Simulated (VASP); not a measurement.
# GaN (Cmm2) in VASP: single point with r2SCAN

Aim: the single point of GaN with r2SCAN.

Everything below comes from runs of VASP 6.6.1. Logs are shortened: lines on timing, memory, paths and dates and some standing lists are left out, and cuts for length are marked.

### 1 The cell of the first run

It takes space group Cmm2 (No. 35, orthorhombic). Conventional cell: a = 6.374 Å, b = 6.374 Å, c = 4.507 Å, α = 90.00°, β = 90.00°, γ = 90.00°. Within 2.5 Å of Ga (site symmetry mm2) lie 4 N at 1.88 to 2.02 Å. Within 2.6 Å of Ga (site symmetry mm2) lie 4 N at 1.95 Å. Ga (site symmetry 2) has 4 N at 1.95 Å within 2.6 Å. Within 2.5 Å of N (site symmetry m) lie 4 Ga at 1.88 to 1.95 Å. N (site symmetry m) has 4 Ga at 1.95 to 2.02 Å within 2.6 Å.

### 2 Single point, r2SCAN (atom 1 (Ga) moved -0.120 Å along Cartesian [0 0 1])

POSCAR reads:

```
GaN
1.0
    4.5070012150      0.0000000000      0.0000000000
    0.0000000000     -4.5070012150      0.0000000000
    0.0000000000      0.0000000000     -4.5070012150
Ga N
4 4
Direct
    0.0000000000      0.5000000000      0.5266252424
    0.5000000000      0.0000000000      0.5000000000
    0.5000000000      0.5000000000      0.0000000000
    0.0000000000      0.0000000000      0.0000000000
    0.7500000000      0.7500000000      0.7500000000
    0.2500000000      0.2500000000      0.7500000000
    0.2500000000      0.7500000000      0.2500000000
    0.7500000000      0.2500000000      0.2500000000
```

INCAR.step1 reads:

```
SYSTEM = GaN
ALGO = Normal
EDIFF = 1E-4
ENCUT = 520
GGA = PE
ISMEAR = 0
LASPH = .True.
LCHARG = .False.
LREAL = .False.
LWAVE = .True.
NBANDS = 46
NELM = 80
PREC = Accurate
SIGMA = 0.05
```

INCAR.step2 reads:

```
SYSTEM = GaN
ALGO = Normal
EDIFF = 1E-6
ENCUT = 520
ISIF = 2
ISMEAR = 0
ISTART = 1
LASPH = .True.
LCHARG = .False.
LMIXTAU = .True.
LREAL = .False.
LWAVE = .False.
METAGGA = R2SCAN
NBANDS = 46
NELM = 80
PREC = Accurate
SIGMA = 0.05
```

KPOINTS reads:

```
k-points
0
Gamma
  6 6 6
  0 0 0
```

Potentials or basis: VASP PAW PBE potentials, release 64 (Ga_d, N).

Run with:

```console
cat potpaw_PBE.64/Ga_d/POTCAR potpaw_PBE.64/N/POTCAR > POTCAR
cp INCAR.step1 INCAR
mpirun -np 1 vasp_std > vasp.out
cp INCAR.step2 INCAR
mpirun -np 1 vasp_std > vasp.out
```

OUTCAR:

```text
SYSTEM = GaN
   EDIFF = 1E-6
   ENCUT = 520
   ISIF = 2
   ISMEAR = 0
   ISTART = 1
   LASPH = .True.
   LREAL = .False.
   METAGGA = R2SCAN
   NELM = 80
   PREC = Accurate

 ion  position               nearest neighbor table
   1  0.000  0.500  0.527-   5 1.88   6 1.88   7 2.02   8 2.02
   2  0.500  0.000  0.500-   5 1.95   6 1.95   7 1.95   8 1.95
   3  0.500  0.500  0.000-   5 1.95   6 1.95   7 1.95   8 1.95
   4  0.000  0.000  0.000-   5 1.95   6 1.95   7 1.95   8 1.95
   5  0.750  0.750  0.750-   1 1.88   2 1.95   3 1.95   4 1.95
   6  0.250  0.250  0.750-   1 1.88   2 1.95   3 1.95   4 1.95
   7  0.250  0.750  0.250-   2 1.95   3 1.95   4 1.95   1 2.02
   8  0.750  0.250  0.250-   2 1.95   3 1.95   4 1.95   1 2.02

  LATTYP: Found a simple cubic cell.
 ALAT       =     4.5070012150

  Lattice vectors:

 A1 = (   4.5070012150,   0.0000000000,   0.0000000000)
 A2 = (   0.0000000000,  -4.5070012150,   0.0000000000)
 A3 = (   0.0000000000,   0.0000000000,  -4.5070012150)

Analysis of symmetry for initial positions (statically):
=====================================================================
 Subroutine PRICEL returns:
 Original cell was already a primitive cell.

 Routine SETGRP: Setting up the symmetry group for a
 simple cubic supercell.

 Subroutine GETGRP returns: Found  4 space group operations
 (whereof  2 operations were pure point group operations)
 out of a pool of 48 trial point group operations.

The static configuration has the point symmetry C_2 .
 The point group associated with its full space group is C_2v.

Analysis of symmetry for dynamics (positions and initial velocities):
=====================================================================
 Subroutine PRICEL returns:
 Original cell was already a primitive cell.

 Routine SETGRP: Setting up the symmetry group for a
 simple cubic supercell.

 Subroutine GETGRP returns: Found  4 space group operations
 (whereof  2 operations were pure point group operations)
 out of a pool of 48 trial point group operations.

The dynamic configuration has the point symmetry C_2 .
 The point group associated with its full space group is C_2v.

 Subroutine INISYM returns: Found  4 space group operations
 (whereof  2 operations are pure point group operations),
 and found     1 'primitive' translations

----------------------------------------------------------------------------------------

                                     Primitive cell

  volume of cell :      91.5510

  direct lattice vectors                    reciprocal lattice vectors
     4.507001215  0.000000000  0.000000000     0.221877020  0.000000000  0.000000000
     0.000000000 -4.507001215  0.000000000     0.000000000 -0.221877020  0.000000000
     0.000000000  0.000000000 -4.507001215     0.000000000  0.000000000 -0.221877020

  length of vectors
     4.507001215  4.507001215  4.507001215     0.221877020  0.221877020  0.221877020

  position of ions in fractional coordinates (direct lattice)
     0.000000000  0.500000000  0.526625242
     0.500000000  0.000000000  0.500000000
     0.500000000  0.500000000  0.000000000
     0.000000000  0.000000000  0.000000000
     0.750000000  0.750000000  0.750000000
     0.250000000  0.250000000  0.750000000
     0.250000000  0.750000000  0.250000000
     0.750000000  0.250000000  0.250000000

  ion indices of the primitive-cell ions
   primitive index   ion index
                 1           1
                 2           2
                 3           3
                 4           4
                 5           5
                 6           6
                 7           7
                 8           8

----------------------------------------------------------------------------------------

 KPOINTS: k-points

Automatic generation of k-mesh.
 Grid dimensions read from file:
 generate k-points for:    6    6    6

 Generating k-lattice:

  Cartesian coordinates                     Fractional coordinates (reciprocal lattice)
     0.036979503  0.000000000  0.000000000     0.166666667  0.000000000  0.000000000
     0.000000000 -0.036979503  0.000000000     0.000000000  0.166666667  0.000000000
     0.000000000  0.000000000 -0.036979503     0.000000000  0.000000000  0.166666667

  Length of vectors
     0.036979503  0.036979503  0.036979503

  Shift w.r.t. Gamma in fractional coordinates (k-lattice)
     0.000000000  0.000000000  0.000000000

 Subroutine IBZKPT returns following result:
 ===========================================

 Found     52 irreducible k-points:

 Following reciprocal coordinates:
            Coordinates               Weight
  0.000000  0.000000  0.000000      1.000000
  0.166667  0.000000  0.000000      4.000000
  0.000000  0.000000  0.166667      2.000000
  0.333333  0.000000  0.000000      4.000000
  0.000000  0.000000  0.333333      2.000000
  0.500000  0.000000  0.000000      2.000000
[... 16 lines left out ...]
  0.333333  0.000000  0.500000      4.000000
  0.500000  0.500000  0.000000      1.000000
 [... further k-points ...]
   k-points           NKPTS =     52   k-points in BZ     NKDIM =     52   number of bands    NBANDS=     46
   number of dos      NEDOS =    301   number of ions     NIONS =      8
   total plane-waves  NPLWV =  46656
   dimension x,y,z NGX =    36 NGY =   36 NGZ =   36
   dimension x,y,z NGXF=    72 NGYF=   72 NGZF=   72
   ions per type =               4   4
   NGX,Y,Z   is equivalent  to a cutoff of  13.28, 13.28, 13.28 a.u.
   NGXF,Y,Z  is equivalent  to a cutoff of  26.56, 26.56, 26.56 a.u.
 SYSTEM =  GaN
   PREC   = accura    normal or accurate (medium, high low for compatibility)
   ISTART =      1    job   : 0-new  1-cont  2-samecut
   ICHARG =      0    charge: 1-file 2-atom 10-const
   ISPIN  =      1    spin polarized calculation?
   LNONCOLLINEAR =      F non collinear calculations
   LSORBIT =      F    spin-orbit coupling
   LASPH  =      T    aspherical Exc in radial PAW
   ENCUT  =  520.0 eV  38.22 Ry    6.18 a.u.   8.38  8.38  8.38*2*pi/ulx,y,z
   NELM   =     80;   NELMIN=  2; NELMDL=  0     # of ELM steps
   EDIFF  = 0.1E-05   stopping-criterion for ELM
   LREAL  =      F    real-space projection
[... 7 lines left out ...]
   TEBEG  =    0.0;   TEEND  =   0.0 temperature during run
   PSTRESS=    0.0 pullay stress
   NELECT =      72.0000    total number of electrons
   NUPDOWN=      -1.0000    fix difference up-down
   EMIN   =  10.00;   EMAX   =-10.00  energy-range for DOS
   EFERMI =   0.00;   METHOD = LEGACY
   ISMEAR =     0;   SIGMA  =   0.05  broadening in eV -4-tet -1-fermi 0-gaus
   EFERMI_NEDOS =   21; number of points for ismear=-14 and -15
   IALGO  =     38    algorithm
   IMIX   =      4    mixing-type and parameters
     AMIX     =   0.40;   BMIX     =  1.00
     AMIX_MAG =   1.60;   BMIX_MAG =  1.00
  volume/ion in A,a.u.               =      11.44        77.23
  Fermi-wavevector in a.u.,A,eV,Ry     =   1.511117  2.855596 31.068543  2.283473
  Thomas-Fermi vector in A             =   2.621216
   LORBIT       =      0    0 simple, 1 ext, 2 COOP (PROOUT), +10 PAW based schemes
   METAGGA = R2SCAN    functional components
   LHFCALC =     F    Hartree Fock is set to
   AEXX    =    0.0000 exact exchange contribution
   IVDW    =     0    specifies the selected vdW correction
   LEPSILON=     F    determine dielectric tensor
   LRPA    =     F    only Hartree local field effects (RPA)
 non-spin polarized calculation
 Gauss-broadening in eV      SIGMA  =   0.05
  energy-cutoff  :      520.00
  volume of cell :       91.55
 maximum number of plane-waves:      2517
 NGX is ok and might be reduce to    36
   NGX = 17   NGY = 17   NGZ = 17

 number of electron      72.0000038 magnetization

 Free energy of the ion-electron system (eV)
  ---------------------------------------------------
  ext. energy  EPLUGINS =         0.00000000
  ---------------------------------------------------
  free energy    TOTEN  =       -87.45628384 eV

  energy without entropy =      -87.45628384  energy(sigma->0) =      -87.45628384

 E-fermi :   5.2951     XC(G=0): -12.6335

 val. band max:        5.0857828195   @ k =   0.0000   0.0000   0.0000
 cond. band min:       7.1121299172   @ k =   0.0000   0.0000   0.0000
 fundamental gap:      2.0263470977
 Fermi energy:         5.2950511536

 k-point     1 :       0.0000    0.0000    0.0000
  band No.  band energies     occupation
      1     -11.7699      2.00000
      2     -10.7247      2.00000
      3     -10.5104      2.00000
      4     -10.3601      2.00000
      5      -8.8390      2.00000
      6      -8.8273      2.00000
[... 38 lines left out ...]
     45      16.0474      0.00000
     46      16.0803      0.00000

 k-point     2 :       0.1667    0.0000    0.0000
  band No.  band energies     occupation
      1     -11.6700      2.00000
      2     -10.7520      2.00000
      3     -10.5069      2.00000
      4     -10.3764      2.00000
      5      -8.8210      2.00000
      6      -8.8094      2.00000
[... 38 lines left out ...]
     45      16.2722      0.00000
     46      16.2953      0.00000

 k-point     3 :       0.0000    0.0000    0.1667
  band No.  band energies     occupation
      1     -11.6740      2.00000
      2     -10.7256      2.00000
      3     -10.5453      2.00000
      4     -10.3601      2.00000
      5      -8.8206      2.00000
      6      -8.8026      2.00000
[... 38 lines left out ...]
     45      16.2287      0.00000
     46      16.3221      0.00000

 k-point     4 :       0.3333    0.0000    0.0000
  band No.  band energies     occupation
      1     -11.4066      2.00000
      2     -10.8578      2.00000
      3     -10.4943      2.00000
      4     -10.4203      2.00000
      5      -8.7668      2.00000
      6      -8.7582      2.00000
[... 920 lines left out ...]
     45      15.1417      0.00000
     46      15.1658      0.00000

 k-point    23 :       0.3333    0.0000    0.5000
  band No.  band energies     occupation
      1     -11.0935      2.00000
      2     -10.8307      2.00000
      3     -10.6396      2.00000
      4     -10.4378      2.00000
      5      -8.7377      2.00000
      6      -8.7211      2.00000
[... 38 lines left out ...]
     45      15.0842      0.00000
     46      15.2320      0.00000

 k-point    24 :       0.5000    0.5000    0.0000
  band No.  band energies     occupation
      1     -10.9648      2.00000
      2     -10.9406      2.00000
      3     -10.5331      2.00000
      4     -10.5247      2.00000
      5      -8.7286      2.00000
      6      -8.7171      2.00000
[... 38 lines left out ...]
     45      15.0887      0.00000
     46      15.2378      0.00000

 [... further k-points ...]

------------------------ aborting loop because EDIFF is reached ----------------------------------------

  FORCE on cell =-STRESS in cart. coord.  units (eV):
  Direction    XX          YY          ZZ          XY          YZ          ZX
  --------------------------------------------------------------------------------------
  -------------------------------------------------------------------------------------
  Total        0.2654996      0.2654996     -0.1697412      1.0372346      0.0000000      0.0000000
  in kB        4.6463440      4.6463440     -2.9705355     18.1520026      0.0000000      0.0000000
  external PRESSURE =       2.1073842 kB  Pullay stress =       0.0000000 kB

 VOLUME and BASIS-vectors are now :
 -----------------------------------------------------------------------------
  energy-cutoff  :      520.00
  volume of cell :       91.55
      direct lattice vectors                 reciprocal lattice vectors
     4.507001215  0.000000000  0.000000000     0.221877020  0.000000000  0.000000000
     0.000000000 -4.507001215  0.000000000     0.000000000 -0.221877020  0.000000000
     0.000000000  0.000000000 -4.507001215     0.000000000  0.000000000 -0.221877020

 POSITION                                       TOTAL-FORCE (eV/Angst)
 -----------------------------------------------------------------------------------
      0.00000     -2.25350     -2.37350         0.000000      0.000000      2.200158
      2.25350      0.00000     -2.25350         0.000000      0.000000      0.402102
      2.25350     -2.25350      0.00000         0.000000      0.000000     -0.543845
      0.00000      0.00000      0.00000         0.000000      0.000000     -0.543845
      3.38025     -3.38025     -3.38025        -0.356881     -0.356881     -0.422751
      1.12675     -1.12675     -3.38025         0.356881      0.356881     -0.422751
      1.12675     -3.38025     -1.12675        -0.215354      0.215354     -0.334534
      3.38025     -1.12675     -1.12675         0.215354     -0.215354     -0.334534
 -----------------------------------------------------------------------------------
    total drift:                                0.000000     -0.000000      0.003417

  FREE ENERGIE OF THE ION-ELECTRON SYSTEM (eV)
  ---------------------------------------------------
  free  energy   TOTEN  =       -87.4562838444 eV

  energy  without entropy=      -87.4562838444  energy(sigma->0) =      -87.45628384
```

Wall time 5.1 min (1 thread of Intel Xeon 6975P-C (Granite Rapids), shared host); peak memory 0.32 GiB.

Results:

```yaml
Free_energy: -87.4563 eV
Pressure: 0.2 GPa
Largest_force: 2.200 eV/Å
Band_gap_on_the_k_mesh: 2.03 eV
```

Forces in eV/Å, atoms in the order of the input:
```
Ga   0.000  0.000  2.200
Ga   0.000  0.000  0.402
Ga   0.000  0.000 -0.544
Ga   0.000  0.000 -0.544
N   -0.357 -0.357 -0.423
N    0.357  0.357 -0.423
N   -0.215  0.215 -0.335
N    0.215 -0.215 -0.335
```

Stress tensor (GPa, compression positive):
```
 0.46  1.82  0.00
 1.82  0.46  0.00
 0.00  0.00 -0.30
```

Caveat: the cell differs from its parent crystal (atom 1 (Ga) moved -0.120 Å along Cartesian [0 0 1]); the PAW data sets were made with another functional, which shifts forces and pressure a little.
